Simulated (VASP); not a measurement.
A run of VASP 6.6.1 is set up as follows.

POSCAR

```
Ho2SeO2
1.0
    3.8613601200      0.0000000000      0.0000000000
   -1.9306800600      3.3440359600      0.0000000000
    0.0000000000      0.0000000000      6.5768303400
Ho O Se
2 2 1
Direct
    0.3333333333      0.6666666667      0.2800000000
    0.6666666667      0.3333333333      0.7200000000
    0.3333333333      0.6666666667      0.6300000000
    0.6666666667      0.3333333333      0.3700000000
    0.0000000000      0.0000000000      0.0000000000
```

INCAR.step1

```
SYSTEM = Ho2SeO2
ALGO = Normal
EDIFF = 1E-5
ENCUT = 800
GGA = PE
GGA_COMPAT = .False.
ISMEAR = 0
ISPIN = 2
LASPH = .True.
LCHARG = .False.
LDAU = .True.
LDAUJ = 0 0 0
LDAUL = 3 -1 -1
LDAUTYPE = 2
LDAUU = 1 0 0
LMAXMIX = 6
LREAL = .False.
LWAVE = .True.
MAGMOM = 4 -4 0 0 0
NBANDS = 42
NELM = 200
PREC = Accurate
SIGMA = 0.05
```

INCAR.step2

```
SYSTEM = Ho2SeO2
ALGO = Normal
EDIFF = 1E-6
ENCUT = 800
GGA_COMPAT = .False.
ISIF = 2
ISMEAR = 0
ISPIN = 2
ISTART = 1
LASPH = .True.
LCHARG = .False.
LDAU = .True.
LDAUJ = 0 0 0
LDAUL = 3 -1 -1
LDAUPRINT = 1
LDAUTYPE = 2
LDAUU = 1 0 0
LMAXMIX = 6
LMIXTAU = .True.
LORBIT = 11
LREAL = .False.
LWAVE = .False.
MAGMOM = 4 -4 0 0 0
METAGGA = R2SCAN
NBANDS = 42
NELM = 200
PREC = Accurate
SIGMA = 0.05
```

The input KPOINTS:

```
k-points
0
Gamma
  6 6 3
  0 0 0
```

Potentials or basis: VASP PAW PBE potentials, release 64 (Ho, O, Se).

Command:

```sh
$ cat potpaw_PBE.64/Ho/POTCAR potpaw_PBE.64/O/POTCAR potpaw_PBE.64/Se/POTCAR > POTCAR
$ cp INCAR.step1 INCAR
$ mpirun -np 1 vasp_std > vasp.out
$ cp INCAR.step2 INCAR
$ mpirun -np 1 vasp_std > vasp.out
```

(1) Estimate the net moment.

(2) What does it give for the largest force?

## Answers

(1) 0.00 μB per cell.

(2) 1.362 eV/Å.

Caveat: the magnetic or orbital state may not be the lowest; the PAW data sets were made with another functional, which shifts forces and pressure a little.
